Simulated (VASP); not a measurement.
# TiTe2 in VASP: further runs

TiTe2 is run at these levels: PBEsol; tasks: relaxation of cell and atoms, single point.

All numbers are computed with VASP 6.6.1; they aren't measurements. Logs are shortened: lines on timing, memory, paths and dates and some standing lists are left out, and cuts for length are marked.

### Step 1. The cell of the first run

Symmetry: P-3m1, No. 164, trigonal system. Conventional cell: a = 3.696 Å, b = 3.696 Å, c = 6.445 Å, α = 90.00°, β = 90.00°, γ = 120.00°. Ti (site symmetry -3m) has 6 Te at 2.74 Å and 6 Ti at 3.70 Å within 3.7 Å. Within 3.7 Å of Te (site symmetry 3m) lie 3 Ti at 2.74 Å and 9 Te at 3.68 to 3.70 Å.

### Step 2. Relaxation of cell and atoms, PBEsol

INCAR reads:

```
SYSTEM = TiTe2
PREC     = Accurate       ! precision mode
ENCUT    = 600            ! plane-wave cutoff, eV
EDIFF    = 1E-6           ! SCF threshold, eV
ISMEAR   = -1             ! smearing method
SIGMA    = 0.15           ! smearing width, eV
LREAL    = .False.        ! projectors in reciprocal space
LASPH    = .True.         ! aspherical terms in the spheres
NELM     = 60             ! most SCF steps
ALGO     = Normal         ! electronic algorithm
ISIF     = 3              ! what is computed and relaxed
LWAVE    = .False.        ! write WAVECAR
LCHARG   = .False.        ! write CHGCAR
GGA      = PS             ! functional
IBRION   = 2              ! ionic algorithm
NSW      = 80             ! ionic steps
EDIFFG   = -0.001         ! ionic threshold
```

KPOINTS reads:

```
Automatic mesh
0
Gamma
  12 12 8
  0 0 0
```

POSCAR reads:

```
TiTe2
1.0
    3.6961233361      0.0000000000      0.0000000000
   -1.8480616680      3.2009367045      0.0000000000
    0.0000000000      0.0000000000      6.4445019150
Ti Te
1 2
Direct
    0.0000000000      0.0000000000      0.0000000000
    0.6666666667      0.3333333333      0.2673356117
    0.3333333333      0.6666666667      0.7326643883
```

Potentials or basis: VASP PAW PBE potentials, release 64 (Ti_sv, Te).

Run with:

```bash
$ cat potpaw_PBE.64/Ti_sv/POTCAR potpaw_PBE.64/Te/POTCAR > POTCAR
$ mpirun -np 1 vasp_std > vasp.out
```

OUTCAR:

```text
SYSTEM = TiTe2
   PREC = Accurate
   ENCUT = 600
   EDIFF = 1E-6
   ISMEAR = -1
   LREAL = .False.
   LASPH = .True.
   NELM = 60
   ISIF = 3
   GGA = PS
   IBRION = 2
   NSW = 80
   EDIFFG = -0.001

 ion  position               nearest neighbor table
   1  0.000  0.000  0.000-   2 2.74   3 2.74   3 2.74   2 2.74   2 2.74   3 2.74
   2  0.667  0.333  0.267-   1 2.74   1 2.74   1 2.74   3 3.68   3 3.68   3 3.68
   3  0.333  0.667  0.733-   1 2.74   1 2.74   1 2.74   2 3.68   2 3.68   2 3.68

  LATTYP: Found a hexagonal cell.
 ALAT       =     3.6961233361
 C/A-ratio  =     1.7435841093

  Lattice vectors:

 A1 = (   3.6961233361,   0.0000000000,   0.0000000000)
 A2 = (  -1.8480616680,   3.2009367045,   0.0000000000)
 A3 = (   0.0000000000,   0.0000000000,   6.4445019150)

Analysis of symmetry for initial positions (statically):
=====================================================================
 Subroutine PRICEL returns:
 Original cell was already a primitive cell.

 Routine SETGRP: Setting up the symmetry group for a
 hexagonal supercell.

 Subroutine GETGRP returns: Found 12 space group operations
 (whereof 12 operations were pure point group operations)
 out of a pool of 24 trial point group operations.

The static configuration has the point symmetry D_3d.

Analysis of symmetry for dynamics (positions and initial velocities):
=====================================================================
 Subroutine PRICEL returns:
 Original cell was already a primitive cell.

 Routine SETGRP: Setting up the symmetry group for a
 hexagonal supercell.

 Subroutine GETGRP returns: Found 12 space group operations
 (whereof 12 operations were pure point group operations)
 out of a pool of 24 trial point group operations.

The dynamic configuration has the point symmetry D_3d.

 Subroutine INISYM returns: Found 12 space group operations
 (whereof 12 operations are pure point group operations),
 and found     1 'primitive' translations

----------------------------------------------------------------------------------------

                                     Primitive cell

  volume of cell :      76.2453

  direct lattice vectors                    reciprocal lattice vectors
[... 110 lines left out ...]
  volume/ion in A,a.u.               =      25.42       171.51
  Fermi-wavevector in a.u.,A,eV,Ry     =   1.113630  2.104456 16.873563  1.240172
  Thomas-Fermi vector in A             =   2.250217
   LORBIT       =      0    0 simple, 1 ext, 2 COOP (PROOUT), +10 PAW based schemes
   GGA     = PS    functional components
   LHFCALC =     F    Hartree Fock is set to
   AEXX    =    0.0000 exact exchange contribution
   IVDW    =     0    specifies the selected vdW correction
   LEPSILON=     F    determine dielectric tensor
   LRPA    =     F    only Hartree local field effects (RPA)
 conjugate gradient relaxation of ions
 non-spin polarized calculation
  energy-cutoff  :      600.00
  volume of cell :       76.25
 maximum number of plane-waves:      2576
 NGX is ok and might be reduce to    30
   NGX = 15   NGY = 15   NGZ = 25

--------------------------------------- Ionic step        1  -------------------------------------------

 number of electron      24.0000001 magnetization

 Free energy of the ion-electron system (eV)
  ---------------------------------------------------
  ext. energy  EPLUGINS =         0.00000000
  ---------------------------------------------------
  free energy    TOTEN  =       -17.59271169 eV

  energy without entropy =      -17.48116471  energy(sigma->0) =      -17.53693820

------------------------ aborting loop because EDIFF is reached ----------------------------------------

  FORCE on cell =-STRESS in cart. coord.  units (eV):
  Direction    XX          YY          ZZ          XY          YZ          ZX
  --------------------------------------------------------------------------------------
  -------------------------------------------------------------------------------------
  Total        0.0455436      0.0455436      0.0647622      0.0000000      0.0000000      0.0000000
  in kB        0.9570296      0.9570296      1.3608792      0.0000000      0.0000000      0.0000000
  external PRESSURE =       1.0916461 kB  Pullay stress =       0.0000000 kB
[... 92 lines left out ...]
  FREE ENERGIE OF THE ION-ELECTRON SYSTEM (eV)
  ---------------------------------------------------
  free  energy   TOTEN  =       -17.5927792097 eV

  energy  without entropy=      -17.4810168597  energy(sigma->0) =      -17.53689803

[... ionic steps 4 to 30 ...]

--------------------------------------- Ionic step       31  -------------------------------------------

 number of electron      24.0000002 magnetization

------------------------ aborting loop because EDIFF is reached ----------------------------------------
[... 69 lines left out ...]
--------------------------------------- Ionic step       33  -------------------------------------------

 number of electron      24.0000002 magnetization

 Free energy of the ion-electron system (eV)
  ---------------------------------------------------
  ext. energy  EPLUGINS =         0.00000000
  ---------------------------------------------------
  free energy    TOTEN  =       -17.59280550 eV

  energy without entropy =      -17.48100995  energy(sigma->0) =      -17.53690772

 E-fermi :   7.2977     XC(G=0): -10.2544

 val. band max:        7.2934364055   @ k =   0.5000   0.0000   0.0000
 cond. band min:       7.3101272275   @ k =   0.0000   0.0833   0.2500
 fundamental gap:      0.0166908220
 Fermi energy:         7.2977020041

 k-point     1 :       0.0000    0.0000    0.0000
  band No.  band energies     occupation
      1     -49.7731      2.00000
      2     -26.1399      2.00000
      3     -26.1399      2.00000
      4     -26.1098      2.00000
      5      -5.3995      2.00000
      6      -3.7763      2.00000
[... 433 lines left out ...]
      3     -26.1431      2.00000
      4     -26.1065      2.00000
      5      -5.0262      2.00000
      6      -3.6851      2.00000
[... 8 lines left out ...]
     15       8.6705      0.00021
     16      10.1889      0.00000

 [... further k-points ...]

------------------------ aborting loop because EDIFF is reached ----------------------------------------

  FORCE on cell =-STRESS in cart. coord.  units (eV):
  Direction    XX          YY          ZZ          XY          YZ          ZX
  --------------------------------------------------------------------------------------
  -------------------------------------------------------------------------------------
  Total       -0.0000285     -0.0000285     -0.0015206     -0.0000000      0.0000000      0.0000000
  in kB       -0.0005986     -0.0005986     -0.0319427     -0.0000000      0.0000000      0.0000000
  external PRESSURE =      -0.0110466 kB  Pullay stress =       0.0000000 kB
[... 18 lines left out ...]
  FREE ENERGIE OF THE ION-ELECTRON SYSTEM (eV)
  ---------------------------------------------------
  free  energy   TOTEN  =       -17.5928054968 eV

  energy  without entropy=      -17.4810099473  energy(sigma->0) =      -17.53690772

 reached required accuracy - stopping structural energy minimisation
```

OSZICAR:

```text
N       E                     dE             d eps       ncg     rms          rms(c)
DAV:   1     0.187145433076E+03    0.18715E+03   -0.11960E+04  4192   0.157E+03
DAV:   2    -0.103704999554E+01   -0.18818E+03   -0.18667E+03  4464   0.359E+02
DAV:   3    -0.192002138656E+02   -0.18163E+02   -0.17562E+02  7120   0.960E+01
[... 202 lines left out ...]
DAV:   2    -0.175928053116E+02   -0.14613E-06   -0.25985E-06  3384   0.111E-02
  32 F= -.17592805E+02 E0= -.17536932E+02  d E =0.862376E-06
       N       E                     dE             d eps       ncg     rms          rms(c)
DAV:   1    -0.175928053752E+02   -0.20974E-06   -0.99176E-07  2104   0.986E-03    0.198E-03
DAV:   2    -0.175928054968E+02   -0.12158E-06   -0.22716E-06  3088   0.109E-02
  33 F= -.17592805E+02 E0= -.17536908E+02  d E =0.677179E-06
```

CONTCAR:

```text
TiTe2
   1.00000000000000
     3.6972136360002228    0.0000000000000170   -0.0000000000000000
    -1.8486068179500819    3.2018809319112553   -0.0000000000000000
    -0.0000000000000000   -0.0000000000000000    6.4429449519859583
  Ti              Te
     1     2
Direct
     0.0000000000000000    0.0000000000000000    0.0000000000000000
     0.6666666667000030    0.3333333332999970    0.2678141184052961
     0.3333333332999970    0.6666666667000030    0.7321858815947040

  0.00000000E+00  0.00000000E+00  0.00000000E+00
  0.00000000E+00  0.00000000E+00  0.00000000E+00
  0.00000000E+00  0.00000000E+00  0.00000000E+00
```

Run time: 22 min. Hardware: 1 thread of Intel Xeon Platinum 8559C (Emerald Rapids), shared host; peak memory 0.37 GiB.

What came out:

- Free energy: -17.5928 eV
- Relaxed volume: 25.42 Å³/atom
- Relaxed cell: a = 3.697 Å, b = 3.697 Å, c = 6.443 Å, α = 90.00°, β = 90.00°, γ = 120.00°
- Space group after relaxing (to 0.1 Å): P-3m1 (No. 164)
- Energy gained by relaxing: 0.0 meV/atom
- Ionic steps: 33
- Pressure after relaxing: 0.0 GPa
- Band gap on the k mesh: zero (bands 12 and 13 overlap by 0.85 eV)

Final structure:
```
Ti Te
1.0
     3.69721    0.00000    0.00000
    -1.84861    3.20188    0.00000
     0.00000    0.00000    6.44294
Ti Te
1 2
Direct
  0.00000 0.00000 0.00000
  0.66667 0.33333 0.26781
  0.33333 0.66667 0.73219
```

Levels at points of the mesh, in eV from the Fermi level:
```tsv
k point	band 9	band 10	band 11	band 12	band 13	band 14	band 15	band 16
(0.00, 0.00, 0.00)	-1.56	0.27	0.49	0.49	0.64	1.32	1.32	3.22
(0.50, 0.00, 0.00)	-2.86	-2.49	-1.69	-1.08	0.00	1.33	1.68	2.48
(0.00, 0.00, 0.50)	-1.48	-1.48	0.47	0.47	0.94	0.94	1.11	3.74
(0.50, 0.00, 0.50)	-2.54	-2.02	-0.94	-0.45	-0.36	1.33	1.67	2.71
```

Caveat: the PAW data sets were made with another functional, which shifts forces and pressure a little; spin-orbit coupling is left out, which moves the levels of the heavy elements; this functional lacks dispersion, which binds the layers, so the pressure and a relaxed spacing across them are unreliable.

### Step 3. Single point, PBEsol (atoms moved at random and the cell strained at random)

INCAR reads:

```
SYSTEM = TiTe2
PREC = Accurate
ENCUT = 500
EDIFF = 1E-6
ISMEAR = 0
SIGMA = 0.1
LREAL = .FALSE.
LASPH = .TRUE.
NELM = 120
ALGO = Normal
ISIF = 2
LWAVE = .FALSE.
LCHARG = .TRUE.
GGA = PS
LELF = .TRUE.
LVHAR = .TRUE.
NBANDS = 19
GGA_COMPAT = .FALSE.
```

KPOINTS reads:

```
Automatic mesh
0
G
  12 12 6
  0 0 0
```

POSCAR reads:

```
TiTe2
1.0
    3.9154657401     -0.0176763642      0.0026061306
   -1.9730410505      3.3487037127     -0.0336857546
    0.0044836200     -0.0643302000      6.7283541000
Ti Te
1 2
Direct
   -0.0041276608     -0.0017792840     -0.0029732225
    0.6656660637      0.3261428249      0.2620043706
    0.3384604781      0.6756395163      0.7409703909
```

Potentials or basis: VASP PAW PBE potentials, release 64 (Ti_sv, Te).

Run with:

```bash
$ cat potpaw_PBE.64/Ti_sv/POTCAR potpaw_PBE.64/Te/POTCAR > POTCAR
$ mpirun -np 1 vasp_std > vasp.out
```

Run time: 8.7 min. Hardware: 1 thread of Intel Xeon Platinum 8559C (Emerald Rapids), shared host; peak memory 0.72 GiB.

Results (log left out):

```yaml
Free_energy: -17.3017 eV
Pressure: -6.3 GPa
Largest_force: 0.814 eV/Å
Band_gap_on_the_k_mesh: zero (bands 12 and 13 overlap by 0.60 eV)
```

Forces on the atoms (eV/Å):
```
Ti   0.047  0.034  0.242
Te  -0.028  0.142 -0.801
Te  -0.019 -0.176  0.560
```

Stress tensor (GPa, compression positive):
```
-6.56  0.22 -0.02
 0.22 -6.34  1.10
-0.02  1.10 -5.98
```

Levels at points of the mesh, in eV from the Fermi level:
```csv
k point,band 10,band 11,band 12,band 13,band 14,band 15
"(0.00, 0.00, 0.00)",0.25,0.29,0.37,0.42,0.77,0.95
"(0.50, 0.00, 0.00)",-2.19,-1.63,-1.06,-0.02,0.95,1.25
"(0.00, 0.50, 0.00)",-2.27,-1.78,-1.17,0.02,0.97,1.27
"(0.50, 0.50, 0.00)",-2.17,-1.56,-0.95,-0.01,0.94,1.23
"(0.00, 0.00, 0.50)",-1.45,0.27,0.35,0.53,0.70,0.81
"(0.50, 0.00, 0.50)",-1.85,-1.08,-0.65,-0.23,0.94,1.23
"(0.00, 0.50, 0.50)",-2.00,-0.89,-0.75,-0.16,0.97,1.25
"(0.50, 0.50, 0.50)",-1.77,-1.11,-0.55,-0.23,0.94,1.21
```

Caveat: the cell differs from its parent crystal (atoms moved at random and the cell strained at random); the cell stands under tension; the PAW data sets were made with another functional, which shifts forces and pressure a little; spin-orbit coupling is left out, which moves the levels of the heavy elements.
